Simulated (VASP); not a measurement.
Wanted: the native input for a VASP 6.6.1 run.

```
Task                   : single point
Functional             : PBE
Potentials or basis    : VASP PAW PBE potentials, release 64 (Sc_sv, Br)
Cutoff                 : 520 eV
k mesh                 : 4 × 4 × 1
Occupations            : gaussian, width 0.1 eV
Spin                   : no spin polarisation
Dipole correction      : yes
Further INCAR settings : ALGO = Normal; EDIFF = 1e-06; NBANDS = 34
```

The structure of ScBr2 lies in POSCAR:

```
ScBr2
1.0
    3.8928946618      0.0000000000      0.0000000000
    0.0000000000      6.3794917796      0.0000000000
    0.0000000000      0.0000000000     32.2829543200
Sc Br
2 4
Direct
    0.0000000000      0.0000000000      0.2942729437
    0.0000000000      0.5000000000      0.2942729437
    0.0000000000      0.7500000000      0.2285710218
    0.5000000000      0.7500000000      0.3332201112
    0.0000000000      0.2500000000      0.3599748656
    0.5000000000      0.2500000000      0.2553257763
```

The cell was built from a structure type or drawn by symmetry, and may not be a known phase.

One way to write it, as run:

INCAR

```
ALGO = Normal ; DIPOL = 0.5 0.5 0.294
EDIFF = 1E-6 ; ENCUT = 520
GGA = PE ; IDIPOL = 3
ISIF = 2 ; ISMEAR = 0
LASPH = T ; LCHARG = F
LDIPOL = T ; LREAL = F
LWAVE = F ; NBANDS = 34
NELM = 80 ; PREC = Accurate
SIGMA = 0.1
```

KPOINTS

```
k-points
0
Gamma
  4 4 1
```

Potentials or basis: VASP PAW PBE potentials, release 64 (Sc_sv, Br).

Launch:

```console
$ cat potpaw_PBE.64/Sc_sv/POTCAR potpaw_PBE.64/Br/POTCAR > POTCAR
$ mpirun -np 1 vasp_std > vasp.out
```

Results of the run:

- Largest force: 0.033 eV/Å
- Band gap on the k mesh: zero (bands 25 and 26 overlap by 0.75 eV)

Caveat: the k points lie up to 0.40 Å⁻¹ apart, too coarse for converged energies and pressures of a metal.

Wall time 6.1 min on 1 thread of Intel(R) Xeon(R) 6975P-C (Granite Rapids), on a shared host, peak memory 0.76 GiB.
